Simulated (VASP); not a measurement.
Write the native input for VASP 6.6.1 that does the following.

| Quantity | Value |
| --- | --- |
| Task | single point |
| Functional | PBE |
| Potentials or basis | VASP PAW PBE potentials, release 64 (Mg, O) |
| Cutoff | 520 eV |
| k mesh | 9 × 9 × 9 |
| Occupations | gaussian, width 0.01 eV |
| Spin | no spin polarisation |
| Dipole correction | no |
| Further INCAR settings | ALGO = Normal; EDIFF = 1e-06; NBANDS = 11 |

The structure of MgO lies in POSCAR:

```
MgO
1.0
    3.0077466785      0.0000000000      0.0000000000
    1.5038733393      2.6047850318      0.0000000000
    1.5038733393      0.8682616773      2.4558148793
Mg O
1 1
Direct
    0.0000000000      0.0000000000      0.0000000000
    0.5000000000      0.5000000000      0.5000000000
```

The input as run:

INCAR

```
SYSTEM = MgO
ALGO = Normal ; EDIFF = 1E-6
ENCUT = 520 ; GGA = PE
ISIF = 2 ; ISMEAR = 0
LASPH = .True. ; LCHARG = .False.
LREAL = .False. ; LWAVE = .False.
NBANDS = 11 ; NELM = 60
PREC = Accurate ; SIGMA = 0.01
```

KPOINTS

```
k-points
0
Gamma
  9 9 9
  0 0 0
```

Potentials or basis: VASP PAW PBE potentials, release 64 (Mg, O).

The run is started by

```bash
$ cat potpaw_PBE.64/Mg/POTCAR potpaw_PBE.64/O/POTCAR > POTCAR
$ mpirun -np 1 vasp_std > vasp.out
```

It gave:

```
Pressure               : -0.7 GPa
Band gap on the k mesh : 4.45 eV
```

Wall time 18 s on 1 thread of AMD EPYC 7R13 (shared host), peak memory 0.11 GiB.
